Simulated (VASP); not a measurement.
# SnTe (P4/mmm) in VASP: relaxation of cell and atoms with PBE

Aim: the relaxation of cell and atoms of SnTe with PBE.

All numbers are computed with VASP 6.6.1; they aren't measurements. Logs are shortened: lines on timing, memory, paths and dates and some standing lists are left out, and cuts for length are marked.

**1. The cell of the first run**

Symmetry: P4/mmm, No. 123, tetragonal system. Conventional cell: a = 3.595 Å, b = 3.595 Å, c = 5.052 Å, α = 90.00°, β = 90.00°, γ = 90.00°. Sn (site symmetry 4/mmm) has 8 Te at 3.58 Å and 4 Sn at 3.59 Å within 4.7 Å. Within 4.7 Å of Te (site symmetry 4/mmm) lie 8 Sn at 3.58 Å and 4 Te at 3.59 Å.

The cell was generated, and may not be a known phase.

**2. Relaxation of cell and atoms, PBE**

The input, INCAR:

```
SYSTEM = SnTe
PREC     = Accurate       ! precision mode
ENCUT    = 600            ! plane-wave cutoff, eV
EDIFF    = 1E-7           ! SCF threshold, eV
ISMEAR   = 0              ! smearing method
SIGMA    = 0.1            ! smearing width, eV
LREAL    = .False.        ! projectors in reciprocal space
LASPH    = .True.         ! aspherical terms in the spheres
NELM     = 80             ! most SCF steps
ALGO     = Fast           ! electronic algorithm
ISIF     = 3              ! what is computed and relaxed
LWAVE    = .False.        ! write WAVECAR
LCHARG   = .False.        ! write CHGCAR
GGA      = PE             ! functional
IBRION   = 2              ! ionic algorithm
NSW      = 100            ! ionic steps
EDIFFG   = -0.01          ! ionic threshold
```

The input, KPOINTS:

```
regular mesh
0
Gamma
  16 16 12
  0 0 0
```

The input, POSCAR:

```
SnTe
1.0
    3.5948061600      0.0000000000      0.0000000000
    0.0000000000      3.5948061600      0.0000000000
    0.0000000000      0.0000000000      5.0523429000
Sn Te
1 1
Direct
    0.5000000000      0.5000000000      0.5000000000
    0.0000000000      0.0000000000      0.0000000000
```

Potentials or basis: VASP PAW PBE potentials, release 64 (Sn_d, Te).

Launch:

```bash
> cat potpaw_PBE.64/Sn_d/POTCAR potpaw_PBE.64/Te/POTCAR > POTCAR
> mpirun -np 1 vasp_std > vasp.out
```

OUTCAR:

```text
SYSTEM = SnTe
   PREC = Accurate
   ENCUT = 600
   EDIFF = 1E-7
   ISMEAR = 0
   LREAL = .False.
   LASPH = .True.
   NELM = 80
   ISIF = 3
   GGA = PE
   IBRION = 2
   NSW = 100
   EDIFFG = -0.01

 ion  position               nearest neighbor table
   1  0.500  0.500  0.500-   2 3.58   2 3.58   2 3.58   2 3.58   2 3.58   2 3.58   2 3.58   2 3.58

   2  0.000  0.000  0.000-   1 3.58   1 3.58   1 3.58   1 3.58   1 3.58   1 3.58   1 3.58   1 3.58

  LATTYP: Found a simple tetragonal cell.
 ALAT       =     3.5948061600
 C/A-ratio  =     1.4054562820

  Lattice vectors:

 A1 = (   3.5948061600,   0.0000000000,   0.0000000000)
 A2 = (   0.0000000000,   3.5948061600,   0.0000000000)
 A3 = (   0.0000000000,   0.0000000000,   5.0523429000)

Analysis of symmetry for initial positions (statically):
=====================================================================
 Subroutine PRICEL returns:
 Original cell was already a primitive cell.

 Routine SETGRP: Setting up the symmetry group for a
 simple tetragonal supercell.

 Subroutine GETGRP returns: Found 16 space group operations
 (whereof 16 operations were pure point group operations)
 out of a pool of 16 trial point group operations.

The static configuration has the point symmetry D_4h.

Analysis of symmetry for dynamics (positions and initial velocities):
=====================================================================
 Subroutine PRICEL returns:
 Original cell was already a primitive cell.

 Routine SETGRP: Setting up the symmetry group for a
 simple tetragonal supercell.

 Subroutine GETGRP returns: Found 16 space group operations
 (whereof 16 operations were pure point group operations)
 out of a pool of 16 trial point group operations.

The dynamic configuration has the point symmetry D_4h.

 Subroutine INISYM returns: Found 16 space group operations
 (whereof 16 operations are pure point group operations),
 and found     1 'primitive' translations

----------------------------------------------------------------------------------------

                                     Primitive cell

  volume of cell :      65.2896

  direct lattice vectors                    reciprocal lattice vectors
     3.594806160  0.000000000  0.000000000     0.278179116  0.000000000  0.000000000
     0.000000000  3.594806160  0.000000000     0.000000000  0.278179116  0.000000000
     0.000000000  0.000000000  5.052342900     0.000000000  0.000000000  0.197927975

  length of vectors
     3.594806160  3.594806160  5.052342900     0.278179116  0.278179116  0.197927975

  position of ions in fractional coordinates (direct lattice)
     0.500000000  0.500000000  0.500000000
     0.000000000  0.000000000  0.000000000

  ion indices of the primitive-cell ions
   primitive index   ion index
                 1           1
                 2           2

----------------------------------------------------------------------------------------

 KPOINTS: regular mesh

Automatic generation of k-mesh.
 Grid dimensions read from file:
 generate k-points for:   16   16   12

 Generating k-lattice:

  Cartesian coordinates                     Fractional coordinates (reciprocal lattice)
     0.017386195  0.000000000  0.000000000     0.062500000  0.000000000  0.000000000
     0.000000000  0.017386195  0.000000000     0.000000000  0.062500000  0.000000000
     0.000000000  0.000000000  0.016493998     0.000000000  0.000000000  0.083333333

  Length of vectors
     0.017386195  0.017386195  0.016493998

  Shift w.r.t. Gamma in fractional coordinates (k-lattice)
     0.000000000  0.000000000  0.000000000

 Subroutine IBZKPT returns following result:
 ===========================================

 Found    315 irreducible k-points:

 Following reciprocal coordinates:
            Coordinates               Weight
  0.000000  0.000000  0.000000      1.000000
  0.062500  0.000000  0.000000      4.000000
  0.125000  0.000000  0.000000      4.000000
  0.187500  0.000000  0.000000      4.000000
  0.250000  0.000000  0.000000      4.000000
  0.312500  0.000000  0.000000      4.000000
[... 16 lines left out ...]
  0.437500  0.125000  0.000000      8.000000
  0.500000  0.125000  0.000000      4.000000
 [... further k-points ...]
   k-points           NKPTS =    315   k-points in BZ     NKDIM =    315   number of bands    NBANDS=     14
   number of dos      NEDOS =    301   number of ions     NIONS =      2
   total plane-waves  NPLWV =  36000
   dimension x,y,z NGX =    30 NGY =   30 NGZ =   40
   dimension x,y,z NGXF=    60 NGYF=   60 NGZF=   80
   ions per type =               1   1
   NGX,Y,Z   is equivalent  to a cutoff of  13.87, 13.87, 13.16 a.u.
   NGXF,Y,Z  is equivalent  to a cutoff of  27.75, 27.75, 26.32 a.u.
 SYSTEM =  SnTe
   PREC   = accura    normal or accurate (medium, high low for compatibility)
   ISTART =      0    job   : 0-new  1-cont  2-samecut
   ICHARG =      2    charge: 1-file 2-atom 10-const
   ISPIN  =      1    spin polarized calculation?
   LNONCOLLINEAR =      F non collinear calculations
   LSORBIT =      F    spin-orbit coupling
   LASPH  =      T    aspherical Exc in radial PAW
   ENCUT  =  600.0 eV  44.10 Ry    6.64 a.u.   7.18  7.18 10.09*2*pi/ulx,y,z
   NELM   =     80;   NELMIN=  2; NELMDL= -5     # of ELM steps
   EDIFF  = 0.1E-06   stopping-criterion for ELM
   LREAL  =      F    real-space projection
   EDIFFG = -.1E-01   stopping-criterion for IOM
   NSW    =    100    number of steps for IOM
   IBRION =      2    ionic relax: 0-MD 1-quasi-New 2-CG
   NFREE  =      1    steps in history (QN), initial steepest desc. (CG)
   ISIF   =      3    stress and relaxation
   ISYM   =      2    0-nonsym 1-usesym 2-fastsym
   POTIM  = 0.5000    time-step for ionic-motion
   TEBEG  =    0.0;   TEEND  =   0.0 temperature during run
   PSTRESS=    0.0 pullay stress
   NELECT =      20.0000    total number of electrons
   NUPDOWN=      -1.0000    fix difference up-down
   EMIN   =  10.00;   EMAX   =-10.00  energy-range for DOS
   EFERMI =   0.00;   METHOD = LEGACY
   ISMEAR =     0;   SIGMA  =   0.10  broadening in eV -4-tet -1-fermi 0-gaus
   EFERMI_NEDOS =   21; number of points for ismear=-14 and -15
   IALGO  =     68    algorithm
   IMIX   =      4    mixing-type and parameters
     AMIX     =   0.40;   BMIX     =  1.00
     AMIX_MAG =   1.60;   BMIX_MAG =  1.00
  volume/ion in A,a.u.               =      32.64       220.30
  Fermi-wavevector in a.u.,A,eV,Ry     =   1.103579  2.085463 16.570364  1.217887
  Thomas-Fermi vector in A             =   2.240040
   LORBIT       =      0    0 simple, 1 ext, 2 COOP (PROOUT), +10 PAW based schemes
   GGA     = PE    functional components
   LHFCALC =     F    Hartree Fock is set to
   AEXX    =    0.0000 exact exchange contribution
   IVDW    =     0    specifies the selected vdW correction
   LEPSILON=     F    determine dielectric tensor
   LRPA    =     F    only Hartree local field effects (RPA)
 conjugate gradient relaxation of ions
 non-spin polarized calculation
 RMM-DIIS sequential band-by-band and
 Gauss-broadening in eV      SIGMA  =   0.10
  energy-cutoff  :      600.00
  volume of cell :       65.29
 maximum number of plane-waves:      2212
 NGX is ok and might be reduce to    30
   NGX = 15   NGY = 15   NGZ = 21

--------------------------------------- Ionic step        1  -------------------------------------------

 number of electron      20.0000011 magnetization

 Free energy of the ion-electron system (eV)
  ---------------------------------------------------
  ext. energy  EPLUGINS =         0.00000000
  ---------------------------------------------------
  free energy    TOTEN  =        -6.63540753 eV

  energy without entropy =       -6.62455556  energy(sigma->0) =       -6.62998154

------------------------ aborting loop because EDIFF is reached ----------------------------------------

  FORCE on cell =-STRESS in cart. coord.  units (eV):
  Direction    XX          YY          ZZ          XY          YZ          ZX
  --------------------------------------------------------------------------------------
  -------------------------------------------------------------------------------------
  Total       -0.8398045     -0.8398045     -2.6485545      0.0000000      0.0000000      0.0000000
  in kB      -20.6084335    -20.6084335    -64.9943667      0.0000000      0.0000000      0.0000000
  external PRESSURE =     -35.4037446 kB  Pullay stress =       0.0000000 kB
[... 89 lines left out ...]
  FREE ENERGIE OF THE ION-ELECTRON SYSTEM (eV)
  ---------------------------------------------------
  free  energy   TOTEN  =        -6.7870188341 eV

  energy  without entropy=       -6.7808047789  energy(sigma->0) =       -6.78391181

 E-fermi :   8.3327     XC(G=0): -10.3390

 val. band max:        8.3323897868   @ k =   0.1875   0.0000   0.5000
 cond. band min:       8.3342876123   @ k =   0.3750   0.0625   0.4167
 fundamental gap:      0.0018978255
 Fermi energy:         8.3326730732

 k-point     1 :       0.0000    0.0000    0.0000
  band No.  band energies     occupation
      1     -13.2887      2.00000
      2     -13.2782      2.00000
      3     -13.2323      2.00000
      4     -13.2323      2.00000
      5     -13.2271      2.00000
      6      -4.7241      2.00000
      7       3.2929      2.00000
      8       5.8360      2.00000
      9       6.6094      2.00000
     10       6.6094      2.00000
     11      11.5435      0.00000
     12      11.8751      0.00000
     13      14.2125      0.00000
     14      14.4312      0.00000
[... 375 lines left out ...]
 k-point    24 :       0.5000    0.1250    0.0000
  band No.  band energies     occupation
      1     -13.2722      2.00000
      2     -13.2517      2.00000
      3     -13.2498      2.00000
      4     -13.2335      2.00000
      5     -13.2283      2.00000
      6      -3.1004      2.00000
      7      -0.1267      2.00000
      8       6.6166      2.00000
      9       7.5754      2.00000
     10       7.7568      2.00000
     11       9.7038      0.00000
     12      10.2602      0.00000
     13      10.9752      0.00000
     14      14.3998      0.00000

 [... further k-points ...]

[... ionic steps 4 to 10 ...]

--------------------------------------- Ionic step       11  -------------------------------------------

 number of electron      19.9999989 magnetization

------------------------ aborting loop because EDIFF is reached ----------------------------------------

  FORCE on cell =-STRESS in cart. coord.  units (eV):
  Direction    XX          YY          ZZ          XY          YZ          ZX
  --------------------------------------------------------------------------------------
  -------------------------------------------------------------------------------------
  Total       -0.0288670     -0.0288670     -0.0246994      0.0000000      0.0000000     -0.0000000
  in kB       -0.7848411     -0.7848411     -0.6715300      0.0000000      0.0000000     -0.0000000
  external PRESSURE =      -0.7470707 kB  Pullay stress =       0.0000000 kB
[... 57 lines left out ...]
  energy  without entropy=       -7.0777136514  energy(sigma->0) =       -7.08129819

--------------------------------------- Ionic step       13  -------------------------------------------

 number of electron      19.9999990 magnetization

 Free energy of the ion-electron system (eV)
  ---------------------------------------------------
  ext. energy  EPLUGINS =         0.00000000
  ---------------------------------------------------
  free energy    TOTEN  =        -7.08490589 eV

  energy without entropy =       -7.07776579  energy(sigma->0) =       -7.08133584

 E-fermi :   7.1851     XC(G=0):  -9.9315

 val. band max:        7.1804597488   @ k =   0.3750   0.0625   0.5000
 cond. band min:       7.1856062907   @ k =   0.5000   0.2500   0.0000
 fundamental gap:      0.0051465419
 Fermi energy:         7.1851198192

 k-point     1 :       0.0000    0.0000    0.0000
  band No.  band energies     occupation
      1     -14.4368      2.00000
      2     -14.4367      2.00000
      3     -14.3980      2.00000
      4     -14.3980      2.00000
      5     -14.3973      2.00000
      6      -5.1970      2.00000
      7       1.9141      2.00000
      8       5.4226      2.00000
      9       5.4516      2.00000
     10       5.4516      2.00000
     11      10.7483      0.00000
     12      10.7625      0.00000
     13      12.6162      0.00000
     14      12.6254      0.00000
[... 375 lines left out ...]
 k-point    24 :       0.5000    0.1250    0.0000
  band No.  band energies     occupation
      1     -14.4318      2.00000
      2     -14.4110      2.00000
      3     -14.4089      2.00000
      4     -14.4009      2.00000
      5     -14.3987      2.00000
      6      -3.8833      2.00000
      7      -0.8694      2.00000
      8       5.4740      2.00000
      9       6.2986      2.00000
     10       7.0008      1.99086
     11       8.6294      0.00000
     12       9.4920      0.00000
     13       9.7690      0.00000
     14      13.1718      0.00000

 [... further k-points ...]

------------------------ aborting loop because EDIFF is reached ----------------------------------------

  FORCE on cell =-STRESS in cart. coord.  units (eV):
  Direction    XX          YY          ZZ          XY          YZ          ZX
  --------------------------------------------------------------------------------------
  -------------------------------------------------------------------------------------
  Total        0.0035516      0.0035516     -0.0026109      0.0000000     -0.0000000      0.0000000
  in kB        0.0967638      0.0967638     -0.0711337      0.0000000     -0.0000000      0.0000000
  external PRESSURE =       0.0407980 kB  Pullay stress =       0.0000000 kB
[... 17 lines left out ...]
  FREE ENERGIE OF THE ION-ELECTRON SYSTEM (eV)
  ---------------------------------------------------
  free  energy   TOTEN  =        -7.0849058912 eV

  energy  without entropy=       -7.0777657909  energy(sigma->0) =       -7.08133584

 reached required accuracy - stopping structural energy minimisation
```

It took 51 min on 1 thread of AMD EPYC 9755, shared host; peak memory 0.48 GiB.

What came out:

| Item | Value |
| --- | --- |
| Free energy | -7.0849 eV |
| Relaxed volume | 29.40 Å³/atom |
| Relaxed cell | a = 3.886 Å, b = 3.886 Å, c = 3.894 Å, α = 90.00°, β = 90.00°, γ = 90.00° |
| Space group after relaxing (to 0.1 Å) | Pm-3m (No. 221) |
| Energy gained by relaxing | 224.7 meV/atom |
| Ionic steps | 13 |
| Pressure after relaxing | 0.0 GPa |
| Band gap on the k mesh | zero (bands 10 and 11 overlap by 1.76 eV) |

The path:
| step | energy change (eV) | largest force (eV/Å) | pressure (GPa) | volume (Å³) |
| --- | --- | --- | --- | --- |
| 1 | 0.0000 | 0.0000 | -3.54 | 65.29 |
| 2 | -0.1408 | 0.0000 | 0.22 | 58.67 |
| 3 | -0.1516 | 0.0000 | 1.70 | 56.89 |
| 4 | -0.2769 | 0.0000 | 2.62 | 55.93 |
| 5 | -0.2505 | 0.0000 | 8.15 | 51.31 |
| 6 | -0.3768 | 0.0000 | 4.48 | 53.86 |
| 7 | -0.4483 | 0.0000 | -0.04 | 58.91 |
| 8 | -0.4486 | 0.0000 | 0.21 | 58.55 |
| 9 | -0.4486 | 0.0000 | 0.15 | 58.64 |
| 10 | -0.4491 | 0.0000 | 0.08 | 58.74 |
| 11 | -0.4495 | 0.0000 | -0.07 | 58.93 |
| 12 | -0.4495 | 0.0000 | -0.07 | 58.91 |
| 13 | -0.4495 | 0.0000 | 0.00 | 58.81 |

Final structure:
```
Sn Te
1.0
     3.88611    0.00000    0.00000
     0.00000    3.88611    0.00000
     0.00000    0.00000    3.89394
Sn Te
1 1
Direct
  0.50000 0.50000 0.50000
  0.00000 0.00000 0.00000
```

Caveat: a cell axis changed by over 15 % at a fixed basis, so the end point is rough; spin-orbit coupling is left out, which moves the levels of the heavy elements.
